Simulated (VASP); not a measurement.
# Pd (Fm-3m) in VASP: single point with LDA

Aim: the single point of Pd with LDA.

Everything below comes from runs of VASP 6.6.1. Logs are shortened: lines on timing, memory, paths and dates and some standing lists are left out, and cuts for length are marked.

## Step 1: The cell of the first run

The structure is cubic, space group Fm-3m (No. 225). Conventional cell: a = 3.839 Å, b = 3.839 Å, c = 3.839 Å, α = 90.00°, β = 90.00°, γ = 90.00°. Within 3.6 Å of Pd (site symmetry m-3m) lie 12 Pd at 2.71 Å.

## Step 2: Single point, LDA

Contents of INCAR:

```
SYSTEM = Pd
ALGO = Normal ; EDIFF = 1E-6
ENCUT = 500 ; GGA_COMPAT = .FALSE.
ISIF = 2 ; ISMEAR = 0
LASPH = .TRUE. ; LCHARG = .FALSE.
LREAL = .FALSE. ; LWAVE = .FALSE.
NBANDS = 11 ; NELM = 120
PREC = Accurate ; SIGMA = 0.1
```

Contents of KPOINTS:

```
k-points
0
G
  18 18 18
  0 0 0
```

Contents of POSCAR:

```
Pd
1.0
    0.0000000000      1.9193171109      1.9193171109
    1.9193171109      0.0000000000      1.9193171109
    1.9193171109      1.9193171109      0.0000000000
Pd
1
Direct
    0.0000000000      0.0000000000      0.0000000000
```

Potentials or basis: VASP PAW LDA potentials, release 64 (Pd).

Launch:

```
cat potpaw_LDA.64/Pd/POTCAR > POTCAR
mpirun -np 1 vasp_std > vasp.out
```

OUTCAR:

```text
SYSTEM = Pd
   EDIFF = 1E-6
   ENCUT = 500
   ISIF = 2
   ISMEAR = 0
   LASPH = .TRUE.
   LREAL = .FALSE.
   NELM = 120
   PREC = Accurate

 ion  position               nearest neighbor table
   1  0.000  0.000  0.000-

  LATTYP: Found a face centered cubic cell.
 ALAT       =     3.8386342218

  Lattice vectors:

 A1 = (   0.0000000000,   1.9193171109,   1.9193171109)
 A2 = (   1.9193171109,   0.0000000000,   1.9193171109)
 A3 = (   1.9193171109,   1.9193171109,   0.0000000000)

Analysis of symmetry for initial positions (statically):
=====================================================================
 Subroutine PRICEL returns:
 Original cell was already a primitive cell.

 Routine SETGRP: Setting up the symmetry group for a
 face centered cubic supercell.

 Subroutine GETGRP returns: Found 48 space group operations
 (whereof 48 operations were pure point group operations)
 out of a pool of 48 trial point group operations.

The static configuration has the point symmetry O_h .

Analysis of symmetry for dynamics (positions and initial velocities):
=====================================================================
 Subroutine PRICEL returns:
 Original cell was already a primitive cell.

 Routine SETGRP: Setting up the symmetry group for a
 face centered cubic supercell.

 Subroutine GETGRP returns: Found 48 space group operations
 (whereof 48 operations were pure point group operations)
 out of a pool of 48 trial point group operations.

The dynamic configuration has the point symmetry O_h .

 Subroutine INISYM returns: Found 48 space group operations
 (whereof 48 operations are pure point group operations),
 and found     1 'primitive' translations

----------------------------------------------------------------------------------------

                                     Primitive cell

  volume of cell :      14.1407

  direct lattice vectors                    reciprocal lattice vectors
     0.000000000  1.919317111  1.919317111    -0.260509322  0.260509322  0.260509322
     1.919317111  0.000000000  1.919317111     0.260509322 -0.260509322  0.260509322
     1.919317111  1.919317111  0.000000000     0.260509322  0.260509322 -0.260509322

  length of vectors
     2.714324289  2.714324289  2.714324289     0.451215382  0.451215382  0.451215382

  position of ions in fractional coordinates (direct lattice)
     0.000000000  0.000000000  0.000000000

  ion indices of the primitive-cell ions
   primitive index   ion index
                 1           1
[... 72 lines left out ...]
   EDIFF  = 0.1E-05   stopping-criterion for ELM
   LREAL  =      F    real-space projection
   EDIFFG = 0.1E-04   stopping-criterion for IOM
   NSW    =      0    number of steps for IOM
   IBRION =     -1    ionic relax: 0-MD 1-quasi-New 2-CG
   NFREE  =      0    steps in history (QN), initial steepest desc. (CG)
   ISIF   =      2    stress and relaxation
   ISYM   =      2    0-nonsym 1-usesym 2-fastsym
   POTIM  = 0.5000    time-step for ionic-motion
   TEBEG  =    0.0;   TEEND  =   0.0 temperature during run
   PSTRESS=    0.0 pullay stress
   NELECT =      10.0000    total number of electrons
   NUPDOWN=      -1.0000    fix difference up-down
   EMIN   =  10.00;   EMAX   =-10.00  energy-range for DOS
   EFERMI =   0.00;   METHOD = LEGACY
   ISMEAR =     0;   SIGMA  =   0.10  broadening in eV -4-tet -1-fermi 0-gaus
   EFERMI_NEDOS =   21; number of points for ismear=-14 and -15
   IALGO  =     38    algorithm
   IMIX   =      4    mixing-type and parameters
     AMIX     =   0.40;   BMIX     =  1.00
     AMIX_MAG =   1.60;   BMIX_MAG =  1.00
  volume/ion in A,a.u.               =      14.14        95.43
  Fermi-wavevector in a.u.,A,eV,Ry     =   1.458539  2.756239 28.944170  2.127337
  Thomas-Fermi vector in A             =   2.575212
   LORBIT       =      0    0 simple, 1 ext, 2 COOP (PROOUT), +10 PAW based schemes
   GGA     = CA    functional components
   LHFCALC =     F    Hartree Fock is set to
   AEXX    =    0.0000 exact exchange contribution
   IVDW    =     0    specifies the selected vdW correction
   LEPSILON=     F    determine dielectric tensor
   LRPA    =     F    only Hartree local field effects (RPA)
 non-spin polarized calculation
 Gauss-broadening in eV      SIGMA  =   0.10
  energy-cutoff  :      500.00
  volume of cell :       14.14
 maximum number of plane-waves:       370
   NGX =  9   NGY =  9   NGZ =  9

 number of electron      10.0000005 magnetization

 Free energy of the ion-electron system (eV)
  ---------------------------------------------------
  ext. energy  EPLUGINS =         0.00000000
  ---------------------------------------------------
  free energy    TOTEN  =        -6.50352989 eV

  energy without entropy =       -6.49249850  energy(sigma->0) =       -6.49801420

 E-fermi :  10.3387     XC(G=0): -13.7764

 val. band max:       10.3368249546   @ k =  -0.4444   0.3889   0.1111
 cond. band min:      10.3424144911   @ k =   0.5000   0.1111   0.0000
 fundamental gap:      0.0055895366
 Fermi energy:        10.3386639753

 k-point     1 :       0.0000    0.0000    0.0000
  band No.  band energies     occupation
      1       2.7626      2.00000
      2       7.2624      2.00000
      3       7.2624      2.00000
      4       7.2624      2.00000
      5       9.0262      2.00000
      6       9.0262      2.00000
      7      27.4703      0.00000
      8      32.4345      0.00000
      9      32.4345      0.00000
     10      32.4345      0.00000
     11      35.9522      0.00000
[... 309 lines left out ...]
 k-point    24 :      -0.2222    0.0556    0.0000
  band No.  band energies     occupation
      1       4.5263      2.00000
      2       7.0164      2.00000
      3       7.6147      2.00000
      4       7.6519      2.00000
      5       8.8852      2.00000
      6       9.4543      2.00000
      7      25.5526      0.00000
      8      28.6776      0.00000
      9      32.9290      0.00000
     10      35.1932      0.00000
     11      35.6958      0.00000

 [... further k-points ...]
[... 5 lines left out ...]
  --------------------------------------------------------------------------------------
  -------------------------------------------------------------------------------------
  Total        0.0345326      0.0345326      0.0345326      0.0000000      0.0000000      0.0000000
  in kB        3.9126430      3.9126430      3.9126430      0.0000000      0.0000000      0.0000000
  external PRESSURE =       3.9126430 kB  Pullay stress =       0.0000000 kB

 VOLUME and BASIS-vectors are now :
 -----------------------------------------------------------------------------
  energy-cutoff  :      500.00
  volume of cell :       14.14
      direct lattice vectors                 reciprocal lattice vectors
     0.000000000  1.919317111  1.919317111    -0.260509322  0.260509322  0.260509322
     1.919317111  0.000000000  1.919317111     0.260509322 -0.260509322  0.260509322
     1.919317111  1.919317111  0.000000000     0.260509322  0.260509322 -0.260509322

 POSITION                                       TOTAL-FORCE (eV/Angst)
 -----------------------------------------------------------------------------------
      0.00000      0.00000      0.00000         0.000000      0.000000      0.000000
 -----------------------------------------------------------------------------------
    total drift:                                0.000000      0.000000      0.000000

  FREE ENERGIE OF THE ION-ELECTRON SYSTEM (eV)
  ---------------------------------------------------
  free  energy   TOTEN  =        -6.5035298949 eV

  energy  without entropy=       -6.4924984972  energy(sigma->0) =       -6.49801420
```

OSZICAR:

```text
N       E                     dE             d eps       ncg     rms          rms(c)
DAV:   1     0.405292322586E+02    0.40529E+02   -0.50573E+03  4330   0.832E+02
DAV:   2    -0.631166037664E+01   -0.46841E+02   -0.45265E+02  4832   0.181E+02
DAV:   3    -0.685054557413E+01   -0.53889E+00   -0.53734E+00  5170   0.209E+01
DAV:   4    -0.685272372691E+01   -0.21782E-02   -0.21778E-02  5218   0.138E+00
DAV:   5    -0.685274499922E+01   -0.21272E-04   -0.21271E-04  5672   0.125E-01    0.916E+00
DAV:   6    -0.652408931368E+01    0.32866E+00   -0.13055E+00  5346   0.929E+00    0.434E+00
DAV:   7    -0.650915623959E+01    0.14933E-01   -0.35289E-02  5729   0.119E+00    0.218E+00
DAV:   8    -0.650356393036E+01    0.55923E-02   -0.22802E-03  5376   0.493E-01    0.102E-01
DAV:   9    -0.650352543701E+01    0.38493E-04   -0.21103E-04  5679   0.123E-01    0.134E-02
DAV:  10    -0.650353002914E+01   -0.45921E-05   -0.29344E-06  5386   0.132E-02    0.106E-02
DAV:  11    -0.650352989491E+01    0.13424E-06   -0.43035E-08  3672   0.204E-03
   1 F= -.65035299E+01 E0= -.64980142E+01  d E =-.110314E-01
```

Run time: 21 s. Hardware: 1 thread of Intel Xeon 8259CL, shared host; peak memory 0.14 GiB.

Results:

```yaml
Free_energy: -6.5035 eV
Pressure: 0.4 GPa
Band_gap_on_the_k_mesh: zero (bands 5 and 6 overlap by 1.71 eV)
```
